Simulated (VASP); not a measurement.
Pb: single point with BLYP

Crystal: Pb.

```
Pb
1.0
     3.48000    0.00000    0.00000
    -1.74000    3.01377    0.00000
     0.00000    0.00000    5.59000
Pb
2
Direct
  0.33333 0.66667 0.25000
  0.66667 0.33333 0.75000
```

```
Program             : VASP 6.6.1
Task                : single point
Functional          : BLYP
Potentials or basis : VASP PAW PBE potentials, release 64 (Pb_d)
Cutoff              : 520 eV
k mesh              : 9 × 9 × 5
Occupations         : methfessel-paxton, width 0.1 eV
Spin                : no spin polarisation
```

```json
{
 "Pressure": "8.1 GPa",
 "Band gap on the k mesh": "zero (band 14 reaches 13.75 eV, above the bottom of band 15 at 6.22 eV)"
}
```

Stress tensor (GPa, compression positive):
```
 6.80  0.00  0.00
 0.00  6.80  0.00
 0.00  0.00 10.61
```

Levels at points of the mesh, in eV from the Fermi level:
| k point | band 12 | band 13 | band 14 | band 15 | band 16 | band 17 |
| --- | --- | --- | --- | --- | --- | --- |
| (0.00, 0.00, 0.00) | -8.11 | -4.21 | 5.43 | 5.43 | 7.33 | 7.33 |

It took 35 s on 1 thread of AMD EPYC 7R43 64-Core Processor (Zen 3) (shared host), peak memory 0.15 GiB.

Caveat: the PAW data sets were made with another functional, which shifts forces and pressure a little; spin-orbit coupling is left out, which moves the levels of the heavy elements.
